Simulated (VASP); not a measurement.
Input of a VASP 6.6.1 run:

Contents of INCAR:

```
ALGO     = Normal         # electronic algorithm
EDIFF    = 1E-6           # SCF threshold, eV
ENCUT    = 520            # plane-wave cutoff, eV
GGA      = PE             # functional
ISIF     = 2              # what is computed and relaxed
ISMEAR   = 0              # smearing method
LASPH    = True           # aspherical terms in the spheres
LCHARG   = False          # write CHGCAR
LREAL    = False          # projectors in reciprocal space
LWAVE    = False          # write WAVECAR
NBANDS   = 15             # bands
NELM     = 100            # most SCF steps
PREC     = Accurate       # precision mode
SIGMA    = 0.15           # smearing width, eV
```

Contents of KPOINTS:

```
k-points
0
Gamma
  24 24 24
```

File POSCAR:

```
TaN
1.0
    0.0000000000      2.1258109744      2.2086347786
    2.2086347786      0.0000000000      2.2086347786
    2.2086347786      2.1258109744      0.0000000000
Ta N
1 1
Direct
    0.5000000000      0.5000000000      0.5000000000
    0.0000000000      0.0000000000      0.0000000000
```

Potentials or basis: VASP PAW PBE potentials, release 64 (Ta_pv, N).

Launch:

```bash
$ cat potpaw_PBE.64/Ta_pv/POTCAR potpaw_PBE.64/N/POTCAR > POTCAR
$ mpirun -np 1 vasp_std > vasp.out
```

Question: What does it give for the pressure?

Answer: 15.9 GPa.

Question: Estimate the band gap on the k mesh.

Answer: Zero (band 8 reaches 11.62 eV, above the bottom of band 9 at 7.51 eV).

Stress tensor (GPa, compression positive):
```
 6.52  0.00  0.00
 0.00 34.76  0.00
 0.00  0.00  6.52
```

Caveat: the cell differs from its parent crystal (strain -0.0375 x Voigt [0, 1, 0, 0, 0, 0]); spin-orbit coupling is left out, which moves the levels of the heavy elements.
